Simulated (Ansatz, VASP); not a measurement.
## SiSb in VASP and in Ansatz

```
Sb Si
1.0
     0.00000    3.90320    0.00000
     3.90320    0.00000    0.00000
     1.95160    1.95160   -3.06372
Sb Si
1 1
Direct
  0.41400 0.41400 0.17200
  0.00000 0.00000 0.00000
```

Alike in both runs: task single point; functional PBE; k mesh 6 × 6 × 6; no spin polarisation.

|  | VASP | Ansatz |
| --- | --- | --- |
| version | VASP 6.6.1 | Ansatz 0.2.0 |
| potentials or method | VASP PAW PBE potentials, release 64 (Sb, Si), cutoff 500 eV | PAW plane waves |
| occupations | fermi-dirac, width 0.1 eV | fermi-dirac |
| valence electrons in the cell | 9 | 19 |

|  | VASP | Ansatz | Ansatz less VASP |
| --- | --- | --- | --- |
| gap on the k mesh at the Fermi level (eV) | none | none | - |
| pressure (GPa) | 1.9 | 1.8 | -0.15 |
| traceless stress, the component that is largest in VASP (GPa) | 5.34 | 5.22 | -0.119 |
| rms of the force components (eV/Å) | 0.460 | 0.440 | -0.0193 |

Atom by atom the forces differ by 0.019 eV/Å (rms over components). A gap of «none» marks a metal or a gap that the smearing closes. VASP's potentials hold 9 valence electrons a cell and Ansatz's 19, so a difference there can come from the potentials and not from the codes.

Spin-orbit coupling is off throughout.
